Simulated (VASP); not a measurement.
# Tl (Im-3m) in VASP: notebook

The runs below take Tl through electric field gradients, with LDA.

All numbers are computed with VASP 6.6.1; they aren't measurements. Logs are shortened: lines on timing, memory, paths and dates and some standing lists are left out, and cuts for length are marked.

## Step 1: The cell of the first run

It takes space group Im-3m (No. 229, cubic). Conventional cell: a = 3.803 Å, b = 3.803 Å, c = 3.803 Å, α = 90.00°, β = 90.00°, γ = 90.00°. Tl (site symmetry m-3m) has 14 Tl at 3.29 to 3.80 Å within 4.3 Å.

This isn't the form of Tl at room conditions, which is hcp.

## Step 2: Electric field gradients, LDA (27.50 Å³/atom)

Contents of INCAR:

```
SYSTEM = Tl
ALGO = Normal ; EDIFF = 1E-8
ENCUT = 520 ; GGA = CA
ISIF = 2 ; ISMEAR = -1
LASPH = .True. ; LCHARG = .False.
LEFG = .True. ; LREAL = .False.
LWAVE = .False. ; NBANDS = 12
NELM = 100 ; PREC = Accurate
SIGMA = 0.05
```

Contents of KPOINTS:

```
k-points
0
Gamma
  13 13 13
  0 0 0
```

Contents of POSCAR:

```
Tl
1.0
   -1.9013766370      1.9013766370      1.9013766370
    1.9013766370     -1.9013766370      1.9013766370
    1.9013766370      1.9013766370     -1.9013766370
Tl
1
Direct
    0.0000000000      0.0000000000      0.0000000000
```

Potentials or basis: VASP PAW LDA potentials, release 64 (Tl_d).

Command:

```bash
$ cat potpaw_LDA.64/Tl_d/POTCAR > POTCAR
$ mpirun -np 1 vasp_std > vasp.out
```

OUTCAR:

```text
SYSTEM = Tl
   EDIFF = 1E-8
   ENCUT = 520
   GGA = CA
   ISIF = 2
   ISMEAR = -1
   LASPH = .True.
   LREAL = .False.
   NELM = 100
   PREC = Accurate

 ion  position               nearest neighbor table
   1  0.000  0.000  0.000-

  LATTYP: Found a body centered cubic cell.
 ALAT       =     3.8027532740

  Lattice vectors:

 A1 = (  -1.9013766370,   1.9013766370,   1.9013766370)
 A2 = (   1.9013766370,  -1.9013766370,   1.9013766370)
 A3 = (   1.9013766370,   1.9013766370,  -1.9013766370)

Analysis of symmetry for initial positions (statically):
=====================================================================
 Subroutine PRICEL returns:
 Original cell was already a primitive cell.

 Routine SETGRP: Setting up the symmetry group for a
 body centered cubic supercell.

 Subroutine GETGRP returns: Found 48 space group operations
 (whereof 48 operations were pure point group operations)
 out of a pool of 48 trial point group operations.

The static configuration has the point symmetry O_h .

Analysis of symmetry for dynamics (positions and initial velocities):
=====================================================================
 Subroutine PRICEL returns:
 Original cell was already a primitive cell.

 Routine SETGRP: Setting up the symmetry group for a
 body centered cubic supercell.

 Subroutine GETGRP returns: Found 48 space group operations
 (whereof 48 operations were pure point group operations)
 out of a pool of 48 trial point group operations.

The dynamic configuration has the point symmetry O_h .

 Subroutine INISYM returns: Found 48 space group operations
 (whereof 48 operations are pure point group operations),
 and found     1 'primitive' translations

----------------------------------------------------------------------------------------

                                     Primitive cell

  volume of cell :      27.4957

  direct lattice vectors                    reciprocal lattice vectors
    -1.901376637  1.901376637  1.901376637     0.000000000  0.262967363  0.262967363
     1.901376637 -1.901376637  1.901376637     0.262967363  0.000000000  0.262967363
     1.901376637  1.901376637 -1.901376637     0.262967363  0.262967363  0.000000000

  length of vectors
     3.293280940  3.293280940  3.293280940     0.371892011  0.371892011  0.371892011

  position of ions in fractional coordinates (direct lattice)
     0.000000000  0.000000000  0.000000000

  ion indices of the primitive-cell ions
   primitive index   ion index
                 1           1

----------------------------------------------------------------------------------------

 KPOINTS: k-points

Automatic generation of k-mesh.
 Grid dimensions read from file:
 generate k-points for:   13   13   13

 Generating k-lattice:

  Cartesian coordinates                     Fractional coordinates (reciprocal lattice)
     0.000000000  0.020228259  0.020228259     0.076923077  0.000000000  0.000000000
     0.020228259  0.000000000  0.020228259     0.000000000  0.076923077  0.000000000
     0.020228259  0.020228259  0.000000000     0.000000000  0.000000000  0.076923077

  Length of vectors
     0.028607078  0.028607078  0.028607078

  Shift w.r.t. Gamma in fractional coordinates (k-lattice)
     0.000000000  0.000000000  0.000000000

 Subroutine IBZKPT returns following result:
 ===========================================

 Found     84 irreducible k-points:

 Following reciprocal coordinates:
            Coordinates               Weight
  0.000000  0.000000  0.000000      1.000000
  0.076923  0.000000  0.000000     12.000000
  0.153846  0.000000  0.000000     12.000000
  0.230769  0.000000  0.000000     12.000000
  0.307692  0.000000  0.000000     12.000000
  0.384615  0.000000  0.000000     12.000000
[... 16 lines left out ...]
  0.153846  0.076923  0.076923     24.000000
  0.230769  0.076923  0.076923     24.000000
 [... further k-points ...]
   k-points           NKPTS =     84   k-points in BZ     NKDIM =     84   number of bands    NBANDS=     12
   number of dos      NEDOS =    301   number of ions     NIONS =      1
   total plane-waves  NPLWV =  13824
   dimension x,y,z NGX =    24 NGY =   24 NGZ =   24
   dimension x,y,z NGXF=    48 NGYF=   48 NGZF=   48
   ions per type =               1
   NGX,Y,Z   is equivalent  to a cutoff of  12.12, 12.12, 12.12 a.u.
   NGXF,Y,Z  is equivalent  to a cutoff of  24.23, 24.23, 24.23 a.u.
 SYSTEM =  Tl
   PREC   = accura    normal or accurate (medium, high low for compatibility)
   ISTART =      0    job   : 0-new  1-cont  2-samecut
   ICHARG =      2    charge: 1-file 2-atom 10-const
   ISPIN  =      1    spin polarized calculation?
   LNONCOLLINEAR =      F non collinear calculations
   LSORBIT =      F    spin-orbit coupling
   LASPH  =      T    aspherical Exc in radial PAW
   ENCUT  =  520.0 eV  38.22 Ry    6.18 a.u.   6.12  6.12  6.12*2*pi/ulx,y,z
   NELM   =    100;   NELMIN=  2; NELMDL= -5     # of ELM steps
   EDIFF  = 0.1E-07   stopping-criterion for ELM
   LREAL  =      F    real-space projection
   EDIFFG = 0.1E-06   stopping-criterion for IOM
   NSW    =      0    number of steps for IOM
   IBRION =     -1    ionic relax: 0-MD 1-quasi-New 2-CG
   NFREE  =      0    steps in history (QN), initial steepest desc. (CG)
   ISIF   =      2    stress and relaxation
   ISYM   =      2    0-nonsym 1-usesym 2-fastsym
   POTIM  = 0.5000    time-step for ionic-motion
   TEBEG  =    0.0;   TEEND  =   0.0 temperature during run
   PSTRESS=    0.0 pullay stress
   NELECT =      13.0000    total number of electrons
   NUPDOWN=      -1.0000    fix difference up-down
   EMIN   =  10.00;   EMAX   =-10.00  energy-range for DOS
   EFERMI =   0.00;   METHOD = LEGACY
   ISMEAR =    -1;   SIGMA  =   0.05  broadening in eV -4-tet -1-fermi 0-gaus
   EFERMI_NEDOS =   21; number of points for ismear=-14 and -15
   IALGO  =     38    algorithm
   IMIX   =      4    mixing-type and parameters
     AMIX     =   0.40;   BMIX     =  1.00
     AMIX_MAG =   1.60;   BMIX_MAG =  1.00
  volume/ion in A,a.u.               =      27.50       185.55
  Fermi-wavevector in a.u.,A,eV,Ry     =   1.275365  2.410090 22.130633  1.626556
  Thomas-Fermi vector in A             =   2.408081
   LORBIT       =      0    0 simple, 1 ext, 2 COOP (PROOUT), +10 PAW based schemes
   GGA     = CA    functional components
   LHFCALC =     F    Hartree Fock is set to
   AEXX    =    0.0000 exact exchange contribution
   IVDW    =     0    specifies the selected vdW correction
   LEPSILON=     F    determine dielectric tensor
   LRPA    =     F    only Hartree local field effects (RPA)
 non-spin polarized calculation
  energy-cutoff  :      520.00
  volume of cell :       27.50
 maximum number of plane-waves:       748
   NGX = 13   NGY = 13   NGZ = 13

 number of electron      13.0000000 magnetization

 Free energy of the ion-electron system (eV)
  ---------------------------------------------------
  ext. energy  EPLUGINS =         0.00000000
  ---------------------------------------------------
  free energy    TOTEN  =        -2.92987439 eV

  energy without entropy =       -2.92485475  energy(sigma->0) =       -2.92736457

 E-fermi :   6.6739     XC(G=0): -10.7022

 val. band max:        6.6497674184   @ k =  -0.3846   0.3846   0.1538
 cond. band min:       6.7072893137   @ k =  -0.3077   0.4615   0.0769
 fundamental gap:      0.0575218953
 Fermi energy:         6.6738551317

 k-point     1 :       0.0000    0.0000    0.0000
  band No.  band energies     occupation
      1      -4.9741      2.00000
      2      -4.9741      2.00000
      3      -4.9741      2.00000
      4      -4.4922      2.00000
      5      -4.4922      2.00000
      6      -3.6243      2.00000
      7      17.9087      0.00000
      8      17.9087      0.00000
      9      17.9087      0.00000
     10      19.1595      0.00000
     11      19.1595      0.00000
     12      19.1595      0.00000

 k-point     2 :       0.0769    0.0000    0.0000
  band No.  band energies     occupation
      1      -4.9863      2.00000
      2      -4.9664      2.00000
      3      -4.9323      2.00000
      4      -4.5056      2.00000
      5      -4.4924      2.00000
      6      -3.4844      2.00000
      7      16.4612      0.00000
      8      17.3875      0.00000
      9      17.5622      0.00000
     10      18.7489      0.00000
     11      19.0794      0.00000
     12      19.1559      0.00000

 k-point     3 :       0.1538    0.0000    0.0000
  band No.  band energies     occupation
      1      -5.0197      2.00000
      2      -4.9605      2.00000
      3      -4.8141      2.00000
      4      -4.5373      2.00000
      5      -4.4924      2.00000
      6      -3.0522      2.00000
      7      13.7833      0.00000
      8      16.2505      0.00000
      9      16.6711      0.00000
     10      18.2273      0.00000
     11      18.8924      0.00000
     12      19.5217      0.00000

 k-point     4 :       0.2308    0.0000    0.0000
  band No.  band energies     occupation
      1      -5.0665      2.00000
      2      -4.9872      2.00000
      3      -4.6416      2.00000
      4      -4.5603      2.00000
      5      -4.4919      2.00000
      6      -2.3163      2.00000
      7      11.0402      0.00000
      8      15.0135      0.00000
      9      15.7025      0.00000
     10      17.7925      0.00000
     11      18.6866      0.00000
     12      20.2743      0.00000

 k-point     5 :       0.3077    0.0000    0.0000
  band No.  band energies     occupation
      1      -5.1156      2.00000
      2      -5.0502      2.00000
      3      -4.5573      2.00000
      4      -4.4908      2.00000
      5      -4.4501      2.00000
      6      -1.2859      2.00000
      7       8.4540      0.00000
      8      13.9289      0.00000
      9      14.8902      0.00000
     10      17.4908      0.00000
     11      18.5143      0.00000
     12      21.3062      0.00000
[... 228 lines left out ...]
      1      -5.1322      2.00000
      2      -4.8049      2.00000
      3      -4.6851      2.00000
      4      -4.4841      2.00000
      5      -4.4099      2.00000
      6       2.3009      2.00000
      7       5.8308      2.00000
      8       7.0077      0.00252
      9      13.2063      0.00000
     10      20.2767      0.00000
     11      20.5438      0.00000
     12      21.6892      0.00000

 k-point    22 :       0.0769    0.0769    0.0769
  band No.  band energies     occupation
      1      -5.0050      2.00000
      2      -5.0050      2.00000
      3      -4.7534      2.00000
      4      -4.5166      2.00000
      5      -4.5166      2.00000
      6      -2.7517      2.00000
      7      12.9633      0.00000
      8      14.9887      0.00000
      9      14.9887      0.00000
     10      19.8770      0.00000
     11      19.9139      0.00000
     12      19.9139      0.00000

 k-point    23 :       0.1538    0.0769    0.0769
  band No.  band energies     occupation
      1      -5.0521      2.00000
      2      -5.0015      2.00000
      3      -4.6376      2.00000
      4      -4.5384      2.00000
      5      -4.5047      2.00000
      6      -2.0065      2.00000
      7      10.7875      0.00000
      8      13.3687      0.00000
      9      14.0657      0.00000
     10      20.1254      0.00000
     11      20.1976      0.00000
     12      20.8081      0.00000

 k-point    24 :       0.2308    0.0769    0.0769
  band No.  band energies     occupation
      1      -5.0981      2.00000
      2      -5.0241      2.00000
      3      -4.5506      2.00000
      4      -4.4956      2.00000
      5      -4.4920      2.00000
      6      -0.9838      2.00000
      7       8.4788      0.00000
      8      12.2150      0.00000
      9      13.3325      0.00000
     10      19.8176      0.00000
     11      20.1645      0.00000
     12      21.8409      0.00000

 [... further k-points ...]
[... 5 lines left out ...]
  --------------------------------------------------------------------------------------
  -------------------------------------------------------------------------------------
  Total       -0.0493525     -0.0493525     -0.0493525      0.0000000     -0.0000000     -0.0000000
  in kB       -2.8757798     -2.8757798     -2.8757798      0.0000000     -0.0000000     -0.0000000
  external PRESSURE =      -2.8757798 kB  Pullay stress =       0.0000000 kB

 VOLUME and BASIS-vectors are now :
 -----------------------------------------------------------------------------
  energy-cutoff  :      520.00
  volume of cell :       27.50
      direct lattice vectors                 reciprocal lattice vectors
    -1.901376637  1.901376637  1.901376637     0.000000000  0.262967363  0.262967363
     1.901376637 -1.901376637  1.901376637     0.262967363  0.000000000  0.262967363
     1.901376637  1.901376637 -1.901376637     0.262967363  0.262967363  0.000000000

 POSITION                                       TOTAL-FORCE (eV/Angst)
 -----------------------------------------------------------------------------------
      0.00000      0.00000      0.00000        -0.000000      0.000000     -0.000000
 -----------------------------------------------------------------------------------
    total drift:                               -0.000000      0.000000      0.000000

  FREE ENERGIE OF THE ION-ELECTRON SYSTEM (eV)
  ---------------------------------------------------
  free  energy   TOTEN  =        -2.9298743886 eV

  energy  without entropy=       -2.9248547508  energy(sigma->0) =       -2.92736457

 Electric field gradients (V/A^2)
---------------------------------------------------------------------
 ion       V_xx      V_yy      V_zz      V_xy      V_xz      V_yz
---------------------------------------------------------------------
   1      -0.000    -0.000    -0.000    -0.000    -0.000    -0.000
---------------------------------------------------------------------

 Electric field gradients after diagonalization (V/A^2)
 (convention: |V_zz| > |V_xx| > |V_yy|)
----------------------------------------------------------------------
 ion       V_xx      V_yy      V_zz     asymmetry (V_yy - V_xx)/ V_zz
----------------------------------------------------------------------
   1       0.000     0.000    -0.000       0.000
----------------------------------------------------------------------

           NMR quadrupolar parameters

 Cq : quadrupolar parameter    Cq=e*Q*V_zz/h
 eta: asymmetry parameters     (V_yy - V_xx)/ V_zz
 Q  : nuclear electric quadrupole moment in mb (millibarn)
----------------------------------------------------------------------
 ion       Cq(MHz)       eta       Q (mb)
----------------------------------------------------------------------
   1      -0.000       0.000       1.000
----------------------------------------------------------------------
```

Wall time 14 s (1 thread of AMD EPYC 7R13 (Zen 3), shared host); peak memory 0.11 GiB.

What came out:

```yaml
Free_energy: -2.9299 eV
Pressure: -0.3 GPa
Band_gap_on_the_k_mesh: zero (an odd number of electrons rules out a gap without spin polarisation)
Largest_electric_field_gradient_by_atom: zero within the noise of the run
```

Levels at points of the mesh, in eV from the Fermi level:
```tsv
k point	band 3	band 4	band 5	band 6	band 7	band 8	band 9	band 10
(0.00, 0.00, 0.00)	-11.65	-11.17	-11.17	-10.30	11.23	11.23	11.23	12.49
```

Caveat: spin-orbit coupling is left out, which moves the levels of the heavy elements.

[end of part 1 of 2]
